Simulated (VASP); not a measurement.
Runs of VASP 6.6.1 on Ta. The structure is that of space group Im-3m (No. 229), or close to it. The cells are those of the table. 

| cell | gap on the mesh (eV) | pressure (GPa) |
| --- | --- | --- |
| a = 2.937 Å, angles 109.0, 111.2, 108.2°, 1 atom | none | -10.9 |
| a = 2.901 Å, angles 108.0, 110.2, 110.2°, 1 atom | none | -4.9 |
| a = 2.874 Å, angles 109.5°, 1 atom | none | 0.1 |
| a = 2.848 Å, angles 111.0, 108.7, 108.7°, 1 atom | none | 5.9 |
| a = 2.964 Å, angles 107.6, 111.9, 109.0°, 1 atom | none | (b) |
| a = 2.839 Å, angles 108.5, 108.5, 111.5°, 1 atom | none | 8.3 |
| a = 2.823 Å, angles 112.5, 108.0, 108.0°, 1 atom | none | (a) |

Alike in all rows: task single point; level PBE; potentials or basis VASP PAW PBE potentials, release 64 (Ta_pv); no spin polarisation; k mesh 18 × 18 × 18; cutoff (eV) 520; smearing gaussian 0.15 eV.

Problem. Estimate the missing entries.

Solution. (a) 12.8; (b) -14.6.

Caveats: spin-orbit coupling is left out, which moves the levels of the heavy elements.

A k mesh can miss the band edges, and the runs leave out spin-orbit coupling on Ta.

A gap of «none» marks levels without a gap at the run's occupations.
